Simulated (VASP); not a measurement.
# Ca (Pm-3m) in VASP: further runs

Runs on Ca. Level: PBE. Tasks: single point, relaxation of cell and atoms.

Everything below comes from runs of VASP 6.6.1. Logs are shortened: lines on timing, memory, paths and dates and some standing lists are left out, and cuts for length are marked.

**1. The cell of the first run**

It takes space group Pm-3m (No. 221, cubic). The conventional cell has a = 3.531 Å, b = 3.531 Å, c = 3.531 Å, α = 90.00°, β = 90.00°, γ = 90.00°. Within 4.6 Å of Ca (site symmetry m-3m) lie 6 Ca at 3.53 Å.

This isn't the form of Ca at room conditions, which is fcc.

**2. Single point, PBE**

File INCAR:

```
SYSTEM = Ca
PREC     = Accurate       ! precision mode
ENCUT    = 520            ! plane-wave cutoff, eV
EDIFF    = 1E-7           ! SCF threshold, eV
ISMEAR   = -1             ! smearing method
SIGMA    = 0.05           ! smearing width, eV
LREAL    = .False.        ! projectors in reciprocal space
LASPH    = .True.         ! aspherical terms in the spheres
NELM     = 100            ! most SCF steps
ALGO     = Normal         ! electronic algorithm
ISIF     = 2              ! what is computed and relaxed
LWAVE    = .False.        ! write WAVECAR
LCHARG   = .True.         ! write CHGCAR
GGA      = PE             ! functional
LELF     = .True.         ! ELF
LVHAR    = .True.       
NBANDS   = 11             ! bands
```

File KPOINTS:

```
regular mesh
0
Gamma
  6 6 6
  0 0 0
```

File POSCAR:

```
Ca
1.0
    3.5307680532      0.0000000000      0.0000000000
    0.0000000000      3.5307680532      0.0000000000
    0.0000000000      0.0000000000      3.5307680532
Ca
1
Direct
    0.0000000000      0.0000000000      0.0000000000
```

Potentials or basis: VASP PAW PBE potentials, release 64 (Ca_sv).

Started as:

```sh
$ cat potpaw_PBE.64/Ca_sv/POTCAR > POTCAR
$ mpirun -np 1 vasp_std > vasp.out
```

OUTCAR:

```text
SYSTEM = Ca
   PREC = Accurate
   ENCUT = 520
   EDIFF = 1E-7
   ISMEAR = -1
   LREAL = .False.
   LASPH = .True.
   NELM = 100
   ISIF = 2
   GGA = PE

 ion  position               nearest neighbor table
   1  0.000  0.000  0.000-

  LATTYP: Found a simple cubic cell.
 ALAT       =     3.5307680532

  Lattice vectors:

 A1 = (   3.5307680532,   0.0000000000,   0.0000000000)
 A2 = (   0.0000000000,   3.5307680532,   0.0000000000)
 A3 = (   0.0000000000,   0.0000000000,   3.5307680532)

Analysis of symmetry for initial positions (statically):
=====================================================================
 Subroutine PRICEL returns:
 Original cell was already a primitive cell.

 Routine SETGRP: Setting up the symmetry group for a
 simple cubic supercell.

 Subroutine GETGRP returns: Found 48 space group operations
 (whereof 48 operations were pure point group operations)
 out of a pool of 48 trial point group operations.

The static configuration has the point symmetry O_h .

Analysis of symmetry for dynamics (positions and initial velocities):
=====================================================================
 Subroutine PRICEL returns:
 Original cell was already a primitive cell.

 Routine SETGRP: Setting up the symmetry group for a
 simple cubic supercell.

 Subroutine GETGRP returns: Found 48 space group operations
 (whereof 48 operations were pure point group operations)
 out of a pool of 48 trial point group operations.

The dynamic configuration has the point symmetry O_h .

 Subroutine INISYM returns: Found 48 space group operations
 (whereof 48 operations are pure point group operations),
 and found     1 'primitive' translations

----------------------------------------------------------------------------------------

                                     Primitive cell

  volume of cell :      44.0157

  direct lattice vectors                    reciprocal lattice vectors
     3.530768053  0.000000000  0.000000000     0.283224495  0.000000000  0.000000000
     0.000000000  3.530768053  0.000000000     0.000000000  0.283224495  0.000000000
     0.000000000  0.000000000  3.530768053     0.000000000  0.000000000  0.283224495

  length of vectors
     3.530768053  3.530768053  3.530768053     0.283224495  0.283224495  0.283224495

  position of ions in fractional coordinates (direct lattice)
     0.000000000  0.000000000  0.000000000

  ion indices of the primitive-cell ions
[... 75 lines left out ...]
   ISIF   =      2    stress and relaxation
   ISYM   =      2    0-nonsym 1-usesym 2-fastsym
   POTIM  = 0.5000    time-step for ionic-motion
   TEBEG  =    0.0;   TEEND  =   0.0 temperature during run
   PSTRESS=    0.0 pullay stress
   NELECT =      10.0000    total number of electrons
   NUPDOWN=      -1.0000    fix difference up-down
   EMIN   =  10.00;   EMAX   =-10.00  energy-range for DOS
   EFERMI =   0.00;   METHOD = LEGACY
   ISMEAR =    -1;   SIGMA  =   0.05  broadening in eV -4-tet -1-fermi 0-gaus
   EFERMI_NEDOS =   21; number of points for ismear=-14 and -15
   IALGO  =     38    algorithm
   IMIX   =      4    mixing-type and parameters
     AMIX     =   0.40;   BMIX     =  1.00
     AMIX_MAG =   1.60;   BMIX_MAG =  1.00
  volume/ion in A,a.u.               =      44.02       297.03
  Fermi-wavevector in a.u.,A,eV,Ry     =   0.998939  1.887721 13.576970  0.997879
  Thomas-Fermi vector in A             =   2.131196
   LORBIT       =      0    0 simple, 1 ext, 2 COOP (PROOUT), +10 PAW based schemes
   GGA     = PE    functional components
   LHFCALC =     F    Hartree Fock is set to
   AEXX    =    0.0000 exact exchange contribution
   IVDW    =     0    specifies the selected vdW correction
   LEPSILON=     F    determine dielectric tensor
   LRPA    =     F    only Hartree local field effects (RPA)
 non-spin polarized calculation
  energy-cutoff  :      520.00
  volume of cell :       44.02
 maximum number of plane-waves:      1213
 NGX is ok and might be reduce to    28
   NGX = 13   NGY = 13   NGZ = 13

 number of electron      10.0000000 magnetization

 number of electron       9.9999997 magnetization

 Free energy of the ion-electron system (eV)
  ---------------------------------------------------
  ext. energy  EPLUGINS =         0.00000000
  ---------------------------------------------------
  free energy    TOTEN  =        -1.54913205 eV

  energy without entropy =       -1.54011636  energy(sigma->0) =       -1.54462421

 E-fermi :   1.5759     XC(G=0):  -7.5861

 val. band max:        1.5689413872   @ k =   0.5000   0.5000   0.1667
 cond. band min:       1.8853817222   @ k =   0.5000   0.3333   0.3333
 fundamental gap:      0.3164403351
 Fermi energy:         1.5759290134

 k-point     1 :       0.0000    0.0000    0.0000
  band No.  band energies     occupation
      1     -40.5628      2.00000
      2     -21.4549      2.00000
      3     -21.4549      2.00000
      4     -21.4549      2.00000
      5      -2.1103      2.00000
      6       2.5258      0.00000
      7       2.5258      0.00000
      8       5.7100      0.00000
      9       5.7100      0.00000
     10       5.7100      0.00000
     11      10.1716      0.00000
[... 253 lines left out ...]
 k-point    20 :       0.5000    0.5000    0.5000
  band No.  band energies     occupation
      1     -40.5134      2.00000
      2     -21.6047      2.00000
      3     -21.6047      2.00000
      4     -21.6047      2.00000
      5       2.3937      0.00000
      6       2.3937      0.00000
      7       2.3937      0.00000
      8       6.4439      0.00000
      9       6.4439      0.00000
     10       7.0760      0.00000
     11       7.0760      0.00000

------------------------ aborting loop because EDIFF is reached ----------------------------------------

  FORCE on cell =-STRESS in cart. coord.  units (eV):
  Direction    XX          YY          ZZ          XY          YZ          ZX
  --------------------------------------------------------------------------------------
  -------------------------------------------------------------------------------------
  Total        0.0041406      0.0041406      0.0041406      0.0000000      0.0000000     -0.0000000
  in kB        0.1507177      0.1507177      0.1507177      0.0000000      0.0000000     -0.0000000
  external PRESSURE =       0.1507177 kB  Pullay stress =       0.0000000 kB

 VOLUME and BASIS-vectors are now :
 -----------------------------------------------------------------------------
  energy-cutoff  :      520.00
  volume of cell :       44.02
      direct lattice vectors                 reciprocal lattice vectors
     3.530768053  0.000000000  0.000000000     0.283224495  0.000000000  0.000000000
     0.000000000  3.530768053  0.000000000     0.000000000  0.283224495  0.000000000
     0.000000000  0.000000000  3.530768053     0.000000000  0.000000000  0.283224495

 POSITION                                       TOTAL-FORCE (eV/Angst)
 -----------------------------------------------------------------------------------
      0.00000      0.00000      0.00000         0.000000      0.000000      0.000000
 -----------------------------------------------------------------------------------
    total drift:                               -0.000000      0.000000     -0.000000

  FREE ENERGIE OF THE ION-ELECTRON SYSTEM (eV)
  ---------------------------------------------------
  free  energy   TOTEN  =        -1.5491320532 eV

  energy  without entropy=       -1.5401163643  energy(sigma->0) =       -1.54462421
```

OSZICAR:

```text
N       E                     dE             d eps       ncg     rms          rms(c)
DAV:   1     0.628289206746E+02    0.62829E+02   -0.47403E+03   440   0.791E+02
DAV:   2    -0.706679646497E-01   -0.62900E+02   -0.62159E+02   488   0.208E+02
DAV:   3    -0.145450156889E+01   -0.13838E+01   -0.13611E+01   584   0.299E+01
DAV:   4    -0.155714986853E+01   -0.10265E+00   -0.10247E+00   588   0.615E+00
DAV:   5    -0.155929370005E+01   -0.21438E-02   -0.21437E-02   588   0.757E-01    0.227E+00
DAV:   6    -0.155214576731E+01    0.71479E-02   -0.10182E-02   550   0.113E+00    0.138E+00
DAV:   7    -0.154945928964E+01    0.26865E-02   -0.15782E-02   469   0.150E+00    0.119E-01
DAV:   8    -0.154910864517E+01    0.35064E-03   -0.21507E-03   484   0.397E-01    0.366E-02
DAV:   9    -0.154913291886E+01   -0.24274E-04   -0.16998E-04   612   0.115E-01    0.149E-02
DAV:  10    -0.154913269886E+01    0.22000E-06   -0.59721E-06   504   0.163E-02    0.144E-03
DAV:  11    -0.154913237216E+01    0.32670E-06   -0.60036E-07   653   0.386E-03    0.261E-03
DAV:  12    -0.154913207333E+01    0.29882E-06   -0.77504E-08   378   0.316E-03    0.291E-04
DAV:  13    -0.154913205323E+01    0.20104E-07   -0.88684E-09   253   0.848E-04
   1 F= -.15491321E+01 E0= -.15446242E+01  d E =-.901569E-02
```

stdout:

```text
POSCAR found type information on POSCAR Ca
 POSCAR found :  1 types and       1 ions
 scaLAPACK will be used
 LDA part: xc-table for (Slater+PW92), standard interpolation
 POSCAR, INCAR and KPOINTS ok, starting setup
 FFT: planning ... GRIDC
 FFT: planning ... GRID_SOFT
 FFT: planning ... GRID
 WAVECAR not read
 entering main loop
```

Wall time 12 s (1 thread of AMD EPYC 7R43 (Zen 3), shared host); peak memory 0.12 GiB.

What came out:

```
Free energy            : -1.5491 eV
Pressure               : 0.0 GPa
Band gap on the k mesh : zero (bands 5 and 6 overlap by 1.19 eV)
```

Levels at points of the mesh, in eV from the Fermi level:
```csv
k point,band 3,band 4,band 5,band 6,band 7,band 8
"(0.00, 0.00, 0.00)",-23.03,-23.03,-3.69,0.95,0.95,4.13
"(0.50, 0.00, 0.00)",-23.01,-23.01,-1.07,-0.38,1.44,2.94
"(0.50, 0.50, 0.00)",-23.20,-23.00,-0.21,1.01,2.42,2.42
"(0.50, 0.50, 0.50)",-23.18,-23.18,0.82,0.82,0.82,4.87
```

(Continued in part 2 of 3.)
